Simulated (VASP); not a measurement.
# KF in VASP: a series of runs, part 2 of 2

VASP 6.6.1. Earlier steps stand in the parts before.

## 5. Single point, PBE (epitaxial xy strain -4.0%)

File INCAR:

```
SYSTEM = KF
ALGO = Normal ; EDIFF = 1E-6
ENCUT = 520 ; GGA = PE
ISIF = 2 ; ISMEAR = 0
LASPH = .True. ; LCHARG = .False.
LREAL = .False. ; LWAVE = .False.
NBANDS = 15 ; NELM = 100
PREC = Accurate ; SIGMA = 0.01
```

File KPOINTS:

```
k-points
0
Gamma
  4 4 4
  0 0 0
```

File POSCAR:

```
KF
1.0
    0.0000000000      2.5526021332      2.7017833747
    2.5526021332      0.0000000000      2.7017833747
    2.5526021332      2.5526021332      0.0000000000
K F
1 1
Direct
    0.0000000000      0.0000000000      0.0000000000
    0.5000000000      0.5000000000      0.5000000000
```

Potentials or basis: VASP PAW PBE potentials, release 64 (K_sv, F).

Run with:

```bash
cat potpaw_PBE.64/K_sv/POTCAR potpaw_PBE.64/F/POTCAR > POTCAR
mpirun -np 1 vasp_std > vasp.out
```

OUTCAR:

```text
SYSTEM = KF
   EDIFF = 1E-6
   ENCUT = 520
   GGA = PE
   ISIF = 2
   ISMEAR = 0
   LASPH = .True.
   LREAL = .False.
   NELM = 100
   PREC = Accurate

 ion  position               nearest neighbor table
   1  0.000  0.000  0.000-   2 2.55   2 2.55   2 2.55   2 2.55   2 2.70   2 2.70
   2  0.500  0.500  0.500-   1 2.55   1 2.55   1 2.55   1 2.55   1 2.70   1 2.70

  LATTYP: Found a body centered tetragonal cell.
 ALAT       =     3.6099245561
 C/A-ratio  =     1.4968641769

  Lattice vectors:

 A1 = (  -2.5526021332,   0.0000000000,   2.7017833747)
 A2 = (   2.5526021332,   0.0000000000,   2.7017833747)
 A3 = (   0.0000000000,   2.5526021332,  -2.7017833747)

Analysis of symmetry for initial positions (statically):
=====================================================================
 Subroutine PRICEL returns:
 Original cell was already a primitive cell.

 Routine SETGRP: Setting up the symmetry group for a
 body centered tetragonal supercell.

 Subroutine GETGRP returns: Found 16 space group operations
 (whereof 16 operations were pure point group operations)
 out of a pool of 16 trial point group operations.

The static configuration has the point symmetry D_4h.

[... 164 lines left out ...]
      8      -2.5343      2.00000
      9       4.0086      0.00000
     10       8.1024      0.00000
     11       8.4604      0.00000
     12       8.4604      0.00000
     13       9.8601      0.00000
     14      10.4043      0.00000
[... 203 lines left out ...]
      2     -21.3434      2.00000
      3     -12.2093      2.00000
      4     -12.2093      2.00000
      5     -11.8190      2.00000
      6      -3.0022      2.00000
      7      -2.6381      2.00000
      8      -2.6381      2.00000
      9       7.3230      0.00000
     10       7.3230      0.00000
     11       9.2201      0.00000
     12      10.9431      0.00000
     13      12.4284      0.00000
     14      13.6377      0.00000
     15      14.4526      0.00000

------------------------ aborting loop because EDIFF is reached ----------------------------------------

  FORCE on cell =-STRESS in cart. coord.  units (eV):
  Direction    XX          YY          ZZ          XY          YZ          ZX
  --------------------------------------------------------------------------------------
  -------------------------------------------------------------------------------------
  Total        1.5105060      1.5105060      0.4703700      0.0000000      0.0000000      0.0000000
  in kB       68.7363162     68.7363162     21.4044180      0.0000000      0.0000000      0.0000000
  external PRESSURE =      52.9590168 kB  Pullay stress =       0.0000000 kB

 VOLUME and BASIS-vectors are now :
 -----------------------------------------------------------------------------
  energy-cutoff  :      520.00
  volume of cell :       35.21
      direct lattice vectors                 reciprocal lattice vectors
     0.000000000  2.552602133  2.701783375    -0.195878548  0.195878548  0.185062949
     2.552602133  0.000000000  2.701783375     0.195878548 -0.195878548  0.185062949
     2.552602133  2.552602133  0.000000000     0.195878548  0.195878548 -0.185062949

 POSITION                                       TOTAL-FORCE (eV/Angst)
 -----------------------------------------------------------------------------------
      0.00000      0.00000      0.00000        -0.000000      0.000000      0.000000
      2.55260      2.55260      2.70178         0.000000     -0.000000      0.000000
 -----------------------------------------------------------------------------------
    total drift:                                0.000000      0.000000      0.000000

  FREE ENERGIE OF THE ION-ELECTRON SYSTEM (eV)
  ---------------------------------------------------
  free  energy   TOTEN  =        -8.2101946992 eV

  energy  without entropy=       -8.2101946992  energy(sigma->0) =       -8.21019470
```

OSZICAR:

```text
N       E                     dE             d eps       ncg     rms          rms(c)
DAV:   1     0.107254990748E+03    0.10725E+03   -0.83655E+03   390   0.104E+03
DAV:   2    -0.552531047278E+01   -0.11278E+03   -0.10459E+03   496   0.287E+02
DAV:   3    -0.935723992393E+01   -0.38319E+01   -0.38167E+01   502   0.482E+01
DAV:   4    -0.946192961901E+01   -0.10469E+00   -0.10466E+00   535   0.718E+00
DAV:   5    -0.946278379301E+01   -0.85417E-03   -0.85417E-03   524   0.640E-01    0.655E+00
DAV:   6    -0.823505400511E+01    0.12277E+01   -0.34193E+00   390   0.157E+01    0.463E+00
DAV:   7    -0.821084383269E+01    0.24210E-01   -0.68441E-02   467   0.226E+00    0.263E+00
DAV:   8    -0.820812148780E+01    0.27223E-02   -0.46483E-02   418   0.217E+00    0.186E-01
DAV:   9    -0.820957112453E+01   -0.14496E-02   -0.38210E-03   467   0.516E-01    0.127E-01
DAV:  10    -0.821009066001E+01   -0.51954E-03   -0.45707E-04   397   0.191E-01    0.533E-02
DAV:  11    -0.821019678542E+01   -0.10613E-03   -0.11704E-04   404   0.943E-02    0.208E-02
DAV:  12    -0.821019455531E+01    0.22301E-05   -0.13550E-05   518   0.382E-02    0.397E-03
DAV:  13    -0.821019469922E+01   -0.14391E-06   -0.20878E-06   411   0.133E-02
   1 F= -.82101947E+01 E0= -.82101947E+01  d E =-.984518E-35
```

stdout:

```text
POSCAR found type information on POSCAR K F
 POSCAR found :  2 types and       2 ions
 scaLAPACK will be used
 LDA part: xc-table for (Slater+PW92), standard interpolation
 POSCAR, INCAR and KPOINTS ok, starting setup
 FFT: planning ... GRIDC
 FFT: planning ... GRID_SOFT
 FFT: planning ... GRID
 WAVECAR not read
 entering main loop
```

Run time: 4 s. Hardware: 1 thread of Intel Xeon 6975P-C (Granite Rapids), shared host; peak memory 0.15 GiB.

What came out:

- Free energy: -8.2102 eV
- Pressure: 5.3 GPa
- Band gap on the k mesh: 6.54 eV, direct

Stress tensor (GPa, compression positive):
```
6.87 0.00 0.00
0.00 6.87 0.00
0.00 0.00 2.14
```

Levels at points of the mesh, in eV from the valence-band top:
```
           k point  band 5  band 6  band 7  band 8  band 9  band 10  band 11  band 12
(0.00, 0.00, 0.00)   -9.14   -0.11    0.00    0.00    6.54    10.64    10.99    10.99
(0.50, 0.00, 0.00)   -9.14   -0.93   -0.47   -0.46    9.35    11.17    12.27    12.61
(0.50, 0.50, 0.00)   -9.37   -0.31   -0.03   -0.03    8.36    10.73    12.07    14.04
(0.50, 0.00, 0.50)   -9.40   -0.15   -0.14   -0.02    8.16    10.73    12.60    14.00
```

Caveat: the k points lie up to 0.52 Å⁻¹ apart; the cell differs from its parent crystal (epitaxial xy strain -4.0%).

## 6. Summary

| cell | gap on the mesh (eV) | pressure (GPa) |
| --- | --- | --- |
| a = 3.787 Å, angles 58.2°, 2 atoms | 6.33 | 2.7 |
| a = 3.760, b = 3.770, c = 3.770 Å, angles 59.8, 60.1, 60.1°, 2 atoms | 6.21 | 1.8 |
| a = 3.636 Å, angles 62.3°, 2 atoms | 6.48 | 4.1 |
| a = 3.717, b = 3.717, c = 3.610 Å, angles 60.9, 60.9, 58.1°, 2 atoms | 6.54 | 5.3 |

Alike in all rows: task single point; level PBE; potentials or basis VASP PAW PBE potentials, release 64 (K_sv, F); no spin polarisation; k mesh 4 × 4 × 4; cutoff (eV) 520; smearing gaussian 0.01 eV.

Caveats: all runs use coarse meshes.

Absolute energies hang on the potentials; compare differences alone.
